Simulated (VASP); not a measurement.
# Al3C in VASP: relaxation of the atoms with r2SCAN

Aim: the relaxation of the atoms of Al3C with r2SCAN.

Everything below comes from runs of VASP 6.6.1. Logs are shortened: lines on timing, memory, paths and dates and some standing lists are left out, and cuts for length are marked.

### 1 The cell of the first run

The cell holds a slab with vacuum, 4 atoms: a = 2.823 Å, b = 2.823 Å, c = 19.601 Å, α = 90.00°, β = 90.00°, γ = 90.00°.

### 2 Relaxation of the atoms, r2SCAN

POSCAR reads:

```
Al3C
1.0
    2.8227735243      0.0000000000      0.0000000000
    0.0000000000      2.8227735243      0.0000000000
    0.0000000000      0.0000000000     19.6006972839
Al C
3 1
Selective dynamics
Direct
    0.5000000000      0.5000000000      0.2040743726  F F F
    0.0000000000      0.0000000000      0.3086652018  F F F
    0.5000000000      0.5000000000      0.4132861789  F F F
    0.5000000000      1.0000000000      0.4801228201  F F T
```

INCAR.step1 reads:

```
SYSTEM = Al3C
  ALGO = Normal
  DIPOL = 0.5 0.5 0.352
  EDIFF = 1E-4
  ENCUT = 520
  GGA = PE
  IDIPOL = 3
  ISMEAR = 0
  LASPH = .TRUE.
  LCHARG = .FALSE.
  LDIPOL = .TRUE.
  LREAL = .FALSE.
  LWAVE = .TRUE.
  NELM = 80
  PREC = Accurate
  SIGMA = 0.1
```

INCAR.step2 reads:

```
SYSTEM = Al3C
  ALGO = Normal
  DIPOL = 0.5 0.5 0.352
  EDIFF = 1E-6
  EDIFFG = -0.025
  ENCUT = 520
  IBRION = 2
  IDIPOL = 3
  ISIF = 2
  ISMEAR = 0
  ISTART = 1
  LASPH = .TRUE.
  LCHARG = .FALSE.
  LDIPOL = .TRUE.
  LMIXTAU = .TRUE.
  LREAL = .FALSE.
  LWAVE = .FALSE.
  METAGGA = R2SCAN
  NELM = 80
  NSW = 36
  PREC = Accurate
  SIGMA = 0.1
```

KPOINTS reads:

```
k-points
0
G
  9 9 1
  0 0 0
```

Potentials or basis: VASP PAW PBE potentials, release 64 (Al, C).

The run is started by

```console
$ cat potpaw_PBE.64/Al/POTCAR potpaw_PBE.64/C/POTCAR > POTCAR
$ cp INCAR.step1 INCAR
$ mpirun -np 1 vasp_std > vasp.out
$ cp INCAR.step2 INCAR
$ mpirun -np 1 vasp_std > vasp.out
```

OUTCAR:

```text
SYSTEM = Al3C
   EDIFF = 1E-6
   EDIFFG = -0.025
   ENCUT = 520
   IBRION = 2
   ISIF = 2
   ISMEAR = 0
   ISTART = 1
   LASPH = .TRUE.
   LREAL = .FALSE.
   METAGGA = R2SCAN
   NELM = 80
   NSW = 36
   PREC = Accurate

 ion  position               nearest neighbor table
   1  0.500  0.500  0.204-   2 2.86   2 2.86   2 2.86   2 2.86
   2  0.000  0.000  0.309-   1 2.86   1 2.86   1 2.86   1 2.86   3 2.86   3 2.86   3 2.86   3 2.86

   3  0.500  0.500  0.413-   4 1.93   4 1.93   2 2.86   2 2.86   2 2.86   2 2.86
   4  0.500  0.000  0.480-   3 1.93   3 1.93

  LATTYP: Found a simple tetragonal cell.
 ALAT       =     2.8227735243
 C/A-ratio  =     6.9437725397

  Lattice vectors:

 A1 = (   2.8227735243,   0.0000000000,   0.0000000000)
 A2 = (   0.0000000000,   2.8227735243,   0.0000000000)
 A3 = (   0.0000000000,   0.0000000000,  19.6006972839)

Analysis of symmetry for initial positions (statically):
=====================================================================
 Subroutine PRICEL returns:
 Original cell was already a primitive cell.

 Routine SETGRP: Setting up the symmetry group for a
 simple tetragonal supercell.

 Subroutine GETGRP returns: Found  4 space group operations
 (whereof  4 operations were pure point group operations)
 out of a pool of 16 trial point group operations.

The static configuration has the point symmetry C_2v.

Analysis of symmetry for dynamics (positions and initial velocities):
=====================================================================
 Subroutine PRICEL returns:
 Original cell was already a primitive cell.

 Routine SETGRP: Setting up the symmetry group for a
 simple tetragonal supercell.

 Subroutine GETGRP returns: Found  4 space group operations
 (whereof  4 operations were pure point group operations)
 out of a pool of 16 trial point group operations.

The dynamic configuration has the point symmetry C_2v.

Analysis of constrained symmetry for selective dynamics:
=====================================================================
 Subroutine PRICEL returns:
 Original cell was already a primitive cell.

 Routine SETGRP: Setting up the symmetry group for a
 simple tetragonal supercell.

 Subroutine GETGRP returns: Found  4 space group operations
 (whereof  4 operations were pure point group operations)
 out of a pool of 16 trial point group operations.

The constrained configuration has the point symmetry C_2v.

 Subroutine INISYM returns: Found  4 space group operations
 (whereof  4 operations are pure point group operations),
 and found     1 'primitive' translations

----------------------------------------------------------------------------------------

                                     Primitive cell

  volume of cell :     156.1793

  direct lattice vectors                    reciprocal lattice vectors
     2.822773524  0.000000000  0.000000000     0.354261506  0.000000000  0.000000000
     0.000000000  2.822773524  0.000000000     0.000000000  0.354261506  0.000000000
     0.000000000  0.000000000 19.600697284     0.000000000  0.000000000  0.051018593

  length of vectors
     2.822773524  2.822773524 19.600697284     0.354261506  0.354261506  0.051018593

  position of ions in fractional coordinates (direct lattice)
     0.500000000  0.500000000  0.204074373
     0.000000000  0.000000000  0.308665202
     0.500000000  0.500000000  0.413286179
     0.500000000  0.000000000  0.480122820

  ion indices of the primitive-cell ions
   primitive index   ion index
                 1           1
                 2           2
                 3           3
                 4           4

----------------------------------------------------------------------------------------

 KPOINTS: k-points

Automatic generation of k-mesh.
 Grid dimensions read from file:
 generate k-points for:    9    9    1

 Generating k-lattice:

  Cartesian coordinates                     Fractional coordinates (reciprocal lattice)
     0.039362390  0.000000000  0.000000000     0.111111111  0.000000000  0.000000000
     0.000000000  0.039362390  0.000000000     0.000000000  0.111111111  0.000000000
     0.000000000  0.000000000  0.051018593     0.000000000  0.000000000  1.000000000

  Length of vectors
     0.039362390  0.039362390  0.051018593

  Shift w.r.t. Gamma in fractional coordinates (k-lattice)
     0.000000000  0.000000000  0.000000000

 Subroutine IBZKPT returns following result:
 ===========================================

 Found     25 irreducible k-points:

 Following reciprocal coordinates:
            Coordinates               Weight
  0.000000  0.000000  0.000000      1.000000
  0.111111  0.000000  0.000000      2.000000
  0.000000  0.111111  0.000000      2.000000
  0.222222  0.000000  0.000000      2.000000
  0.000000  0.222222  0.000000      2.000000
  0.333333  0.000000  0.000000      2.000000
[... 16 lines left out ...]
  0.444444  0.333333  0.000000      4.000000
 -0.333333  0.444444  0.000000      4.000000
   k-points           NKPTS =     25   k-points in BZ     NKDIM =     25   number of bands    NBANDS=     10
   number of dos      NEDOS =    301   number of ions     NIONS =      4
   total plane-waves  NPLWV =  86400
   dimension x,y,z NGX =    24 NGY =   24 NGZ =  150
   dimension x,y,z NGXF=    48 NGYF=   48 NGZF=  300
   ions per type =               3   1
   NGX,Y,Z   is equivalent  to a cutoff of  14.13, 14.13, 12.72 a.u.
   NGXF,Y,Z  is equivalent  to a cutoff of  28.27, 28.27, 25.44 a.u.
 SYSTEM =  Al3C
   PREC   = accura    normal or accurate (medium, high low for compatibility)
   ISTART =      1    job   : 0-new  1-cont  2-samecut
   ICHARG =      0    charge: 1-file 2-atom 10-const
   ISPIN  =      1    spin polarized calculation?
   LNONCOLLINEAR =      F non collinear calculations
   LSORBIT =      F    spin-orbit coupling
   LASPH  =      T    aspherical Exc in radial PAW
   ENCUT  =  520.0 eV  38.22 Ry    6.18 a.u.   5.25  5.25 36.44*2*pi/ulx,y,z
   NELM   =     80;   NELMIN=  2; NELMDL=  0     # of ELM steps
   EDIFF  = 0.1E-05   stopping-criterion for ELM
   LREAL  =      F    real-space projection
   EDIFFG = -.3E-01   stopping-criterion for IOM
   NSW    =     36    number of steps for IOM
   IBRION =      2    ionic relax: 0-MD 1-quasi-New 2-CG
   NFREE  =      1    steps in history (QN), initial steepest desc. (CG)
   ISIF   =      2    stress and relaxation
   ISYM   =      2    0-nonsym 1-usesym 2-fastsym
   POTIM  = 0.5000    time-step for ionic-motion
   TEBEG  =    0.0;   TEEND  =   0.0 temperature during run
   PSTRESS=    0.0 pullay stress
   NELECT =      13.0000    total number of electrons
   NUPDOWN=      -1.0000    fix difference up-down
   EMIN   =  10.00;   EMAX   =-10.00  energy-range for DOS
   EFERMI =   0.00;   METHOD = LEGACY
   ISMEAR =     0;   SIGMA  =   0.10  broadening in eV -4-tet -1-fermi 0-gaus
   EFERMI_NEDOS =   21; number of points for ismear=-14 and -15
   IALGO  =     38    algorithm
   IMIX   =      4    mixing-type and parameters
     AMIX     =   0.40;   BMIX     =  1.00
     AMIX_MAG =   1.60;   BMIX_MAG =  1.00
  volume/ion in A,a.u.               =      39.04       263.49
  Fermi-wavevector in a.u.,A,eV,Ry     =   0.714795  1.350766  6.951648  0.510932
  Thomas-Fermi vector in A             =   1.802788
   LORBIT       =      0    0 simple, 1 ext, 2 COOP (PROOUT), +10 PAW based schemes
   METAGGA = R2SCAN    functional components
   LHFCALC =     F    Hartree Fock is set to
   AEXX    =    0.0000 exact exchange contribution
   IVDW    =     0    specifies the selected vdW correction
   LEPSILON=     F    determine dielectric tensor
   LRPA    =     F    only Hartree local field effects (RPA)
 conjugate gradient relaxation of ions
 non-spin polarized calculation
 Gauss-broadening in eV      SIGMA  =   0.10
  energy-cutoff  :      520.00
  volume of cell :      156.18
 maximum number of plane-waves:      4249
 NGX is ok and might be reduce to    24
   NGX = 11   NGY = 11   NGZ = 73

--------------------------------------- Ionic step        1  -------------------------------------------

 number of electron      13.0000000 magnetization

 Free energy of the ion-electron system (eV)
  ---------------------------------------------------
  ext. energy  EPLUGINS =         0.00000000
  ---------------------------------------------------
  free energy    TOTEN  =       -24.95195481 eV

  energy without entropy =      -24.93602020  energy(sigma->0) =      -24.94398750

------------------------ aborting loop because EDIFF is reached ----------------------------------------

  FORCE on cell =-STRESS in cart. coord.  units (eV):
  Direction    XX          YY          ZZ          XY          YZ          ZX
  --------------------------------------------------------------------------------------
  -------------------------------------------------------------------------------------
  Total       -1.9307212     -0.2433938      1.2930566      0.0000000      0.0000000      0.0000000
  in kB      -19.8064459     -2.4968737     13.2649170      0.0000000      0.0000000      0.0000000
  external PRESSURE =      -3.0128009 kB  Pullay stress =       0.0000000 kB
[... 61 lines left out ...]
  energy  without entropy=      -24.9579758357  energy(sigma->0) =      -24.96492368

--------------------------------------- Ionic step        3  -------------------------------------------

 number of electron      13.0000000 magnetization

 dipolmoment           0.000000      0.000000      0.132869 electrons x Angstroem

 Free energy of the ion-electron system (eV)
  ---------------------------------------------------
  ext. energy  EPLUGINS =         0.00000000
  ---------------------------------------------------
  free energy    TOTEN  =       -24.98205044 eV

  energy without entropy =      -24.96999155  energy(sigma->0) =      -24.97602099

 E-fermi :  -1.0704     XC(G=0):  -4.8805

 val. band max:       -1.0750150159   @ k =  -0.2222   0.4444   0.0000
 cond. band min:      -1.0414547699   @ k =   0.4444   0.4444   0.0000
 fundamental gap:      0.0335602460
 Fermi energy:        -1.0704120593

 k-point     1 :       0.0000    0.0000    0.0000
  band No.  band energies     occupation
      1     -13.7329      2.00000
      2     -11.7305      2.00000
      3      -8.8738      2.00000
      4      -5.1441      2.00000
      5      -2.3929      2.00000
      6       0.2492      0.00000
      7       1.1223      0.00000
      8       1.3370      0.00000
      9       3.4348      0.00000
     10       4.7113      0.00000
[... 287 lines left out ...]
 k-point    24 :      -0.3333    0.4444    0.0000
  band No.  band energies     occupation
      1     -10.3583      2.00000
      2      -6.1409      2.00000
      3      -4.9600      2.00000
      4      -3.9217      2.00000
      5      -3.3531      2.00000
      6      -1.6991      2.00000
      7      -1.5512      2.00000
      8      -0.4092      0.00000
      9       0.4507      0.00000
     10       1.0826      0.00000

 [... further k-points ...]

------------------------ aborting loop because EDIFF is reached ----------------------------------------

 vacuum level on the upper side and lower side of the slab       (xc-potential included)         1.475        -1.462

  FORCE on cell =-STRESS in cart. coord.  units (eV):
  Direction    XX          YY          ZZ          XY          YZ          ZX
  --------------------------------------------------------------------------------------
  -------------------------------------------------------------------------------------
  Total       -2.0846357     -1.7150869      0.3765131      0.0000000      0.0000000      0.0000000
  in kB      -21.3853892    -17.5943452      3.8624877      0.0000000      0.0000000      0.0000000
  external PRESSURE =     -11.7057489 kB  Pullay stress =       0.0000000 kB

 VOLUME and BASIS-vectors are now :
 -----------------------------------------------------------------------------
  energy-cutoff  :      520.00
  volume of cell :      156.18
      direct lattice vectors                 reciprocal lattice vectors
     2.822773524  0.000000000  0.000000000     0.354261506  0.000000000  0.000000000
     0.000000000  2.822773524  0.000000000     0.000000000  0.354261506  0.000000000
     0.000000000  0.000000000 19.600697284     0.000000000  0.000000000  0.051018593
[... 10 lines left out ...]
  FREE ENERGIE OF THE ION-ELECTRON SYSTEM (eV)
  ---------------------------------------------------
  free  energy   TOTEN  =       -24.9820504396 eV

  energy  without entropy=      -24.9699915461  energy(sigma->0) =      -24.97602099

 reached required accuracy - stopping structural energy minimisation

 vacuum level on the upper side and lower side of the slab         6.407         3.388
```

Run time: 7.3 min. Hardware: 1 thread of Intel Xeon Platinum 8488C (Sapphire Rapids), shared host; peak memory 0.32 GiB.

Results:

```yaml
Free_energy: -24.9821 eV
Energy_gained_by_relaxing: 7.5 meV/atom
Ionic_steps: 3
Band_gap_on_the_k_mesh: zero (an odd number of electrons rules out a gap without spin polarisation)
```

The path:
```
step  energy change (eV)  largest force on free atoms (eV/Å)  pressure (GPa)
   1              0.0000                              0.7064           -0.30
   2             -0.0199                              0.4495           -0.72
   3             -0.0301                              0.0019           -1.17
```

Final structure:
```
Al C
1.0
     2.82277    0.00000    0.00000
     0.00000    2.82277    0.00000
     0.00000    0.00000   19.60070
Al C
3 1
Cartesian
  1.4114 1.4114 4.0000
  0.0000 0.0000 6.0501
  1.4114 1.4114 8.1007
  1.4114 0.0000 9.4890
```

Caveat: the PAW data sets were made with another functional, which shifts forces and pressure a little.

The gap in the log of VASP goes by the Fermi energy; the results here count the filled bands.